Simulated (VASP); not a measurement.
Set up this calculation in VASP 6.6.1, as the native input.

```
Task                   : single point
Functional             : PBEsol
Potentials or basis    : VASP PAW PBE potentials, release 64 (C)
Cutoff                 : 520 eV
k mesh                 : 14 × 14 × 14
Occupations            : fermi-dirac, width 0.1 eV
Spin                   : no spin polarisation
Dipole correction      : no
Further INCAR settings : ALGO = Normal; EDIFF = 1e-06; NBANDS = 11
```

The structure of C lies in POSCAR:

```
C
1.0
    1.2441891295      0.7183330568      3.3910556693
   -1.2441891295      0.7183330568      3.3910556693
    0.0000000000     -1.4366651004      3.3910556693
C
2
Direct
    0.8360000000      0.8360000000      0.8360000000
    0.1640000000      0.1640000000      0.1640000000
```

The input as run:

INCAR

```
SYSTEM = C
PREC     = Accurate       ! precision mode
ENCUT    = 520            ! plane-wave cutoff, eV
EDIFF    = 1E-6           ! SCF threshold, eV
ISMEAR   = -1             ! smearing method
SIGMA    = 0.1            ! smearing width, eV
LREAL    = .FALSE.        ! projectors in reciprocal space
LASPH    = .TRUE.         ! aspherical terms in the spheres
NELM     = 100            ! most SCF steps
ALGO     = Normal         ! electronic algorithm
ISIF     = 2              ! what is computed and relaxed
LWAVE    = .FALSE.        ! write WAVECAR
LCHARG   = .FALSE.        ! write CHGCAR
GGA      = PS             ! functional
NBANDS   = 11             ! bands
```

KPOINTS

```
regular mesh
0
G
  14 14 14
  0 0 0
```

Potentials or basis: VASP PAW PBE potentials, release 64 (C).

The run is started by

```sh
$ cat potpaw_PBE.64/C/POTCAR > POTCAR
$ mpirun -np 1 vasp_std > vasp.out
```

It gave:

| Quantity | Value |
| --- | --- |
| Pressure | -8.7 GPa |
| Largest force | 0.887 eV/Å |
| Band gap on the k mesh | 0.55 eV, direct |

Caveat: the PAW data sets were made with another functional, which shifts forces and pressure a little.

It took 28 s on 1 thread of Intel(R) Xeon(R) 6975P-C (Granite Rapids) (shared host), peak memory 0.17 GiB.
